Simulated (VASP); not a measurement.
Runs of VASP 6.6.1 on MgO (Periclase). The structure is that of space group Fm-3m (No. 225), or close to it. The cells are those of the table. 

| cell | gap on the mesh (eV) | pressure (GPa) |
| --- | --- | --- |
| a = 2.857 Å, angles 60.0°, 2 atoms | 6.11 | 35.0 |
| a = 3.021 Å, angles 60.0°, 2 atoms | 4.41 | 0.5 |
| a = 2.900 Å, angles 60.0°, 2 atoms | 5.62 | 23.6 |
| a = 3.097 Å, angles 60.0°, 2 atoms | 3.76 | -8.8 |
| a = 3.059 Å, angles 60.0°, 2 atoms | 4.07 | (a) |
| a = 2.982 Å, angles 60.0°, 2 atoms | 4.78 | 6.7 |
| a = 2.942 Å, angles 60.0°, 2 atoms | 5.18 | (b) |

Alike in all rows: task single point; level revPBE; potentials or basis VASP PAW PBE potentials, release 64 (Mg, O); no spin polarisation; k mesh 8 × 8 × 8; cutoff (eV) 600; smearing gaussian 0.01 eV.

Problem. Estimate the missing entries.

Solution. (a) -4.6; (b) 14.3.

Caveats: the PAW data sets were made with another functional, which shifts forces and pressure a little.

